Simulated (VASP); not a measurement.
A run of VASP 6.6.1:

INCAR

```
PREC     = Accurate       # precision mode
ENCUT    = 520            # plane-wave cutoff, eV
EDIFF    = 1E-7           # SCF threshold, eV
ISMEAR   = 0              # smearing method
SIGMA    = 0.05           # smearing width, eV
LREAL    = False          # projectors in reciprocal space
LASPH    = True           # aspherical terms in the spheres
NELM     = 150            # most SCF steps
ALGO     = Normal         # electronic algorithm
ISIF     = 2              # what is computed and relaxed
LWAVE    = False          # write WAVECAR
LCHARG   = False          # write CHGCAR
ISPIN    = 2              # spin polarisation
MAGMOM   = 7 7            # initial moments
LORBIT   = 11             # projections on sites
LMAXMIX  = 6              # l up to which the mixer works
GGA      = PS             # functional
NBANDS   = 29             # bands
```

KPOINTS

```
Automatic mesh
0
Gamma
  14 14 8
```

The input POSCAR:

```
Gd
1.0
    3.5667103542      0.0000000000      0.0000000000
   -1.7833551771      3.0888617747      0.0000000000
    0.0000000000      0.0000000000      5.6918477238
Gd
2
Direct
    0.3333333333      0.6666666667      0.7500000000
    0.6666666667      0.3333333333      0.2500000000
```

Potentials or basis: VASP PAW PBE potentials, release 64 (Gd).

The run is started by

```bash
$ cat potpaw_PBE.64/Gd/POTCAR > POTCAR
$ mpirun -np 1 vasp_std > vasp.out
```

Hardware: 1 thread of Intel(R) Xeon(R) Platinum 8488C (Sapphire Rapids), on a shared host.

Q: Estimate the wall time of this run.

A: Wall time 15 min on 1 thread of Intel(R) Xeon(R) Platinum 8488C (Sapphire Rapids) (shared host), peak memory 0.46 GiB. Counts: scf iterations 34, k points 120.
